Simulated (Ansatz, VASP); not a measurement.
## Two plane-wave programs on Na3Zn2N

```xyz
6
Lattice="3.9292 0.0000 0.0000 0.0000 3.9292 0.0000 0.0000 0.0000 12.0188" Properties=species:S:1:pos:R:3 pbc="T T T"
Na    1.9646    1.9646    6.0094
Na    0.0000    0.0000    0.0000
Na    0.0000    0.0000    6.0094
Zn    0.0000    0.0000    8.8887
Zn    0.0000    0.0000    3.1301
N     1.9646    1.9646    0.0000
```

Alike in both runs: functional PBE; k mesh 4 × 4 × 2; occupations gaussian, width 0.1 eV; collinear spin.

Ansatz relaxed the structure, and its values are those at the end. VASP's run is a single point on that final structure, the one shown.

|  | VASP | Ansatz |
| --- | --- | --- |
| version | VASP 6.6.1 | Ansatz 0.2.0 |
| potentials or method | VASP PAW PBE potentials, release 64 (Na_pv, Zn, N), cutoff 520 eV | scalar-relativistic, plane waves, PAW |
| valence electrons in the cell | 50 | 56 |

```csv
,VASP,Ansatz,Ansatz less VASP
gap on the k mesh at the Fermi level (eV),none,none,-
pressure (GPa),-0.1,0.0,+0.10
rms of the force components (eV/Å),0.009,0.001,-0.0083
net moment per atom (μB),0.06,0.32,+0.254
size of the moment on the site where the two differ most (μB),0.18,1.81,+1.625
```

The net moments are unlike, so the other rows may belong to different states. Site moments also hang on the region over which each program counts them. A gap of «none» marks a metal or a gap that the smearing closes. VASP's potentials hold 50 valence electrons a cell and Ansatz's 56, so a difference there can come from the potentials and not from the codes.

The k mesh is coarse, so the values compare programs but aren't converged.
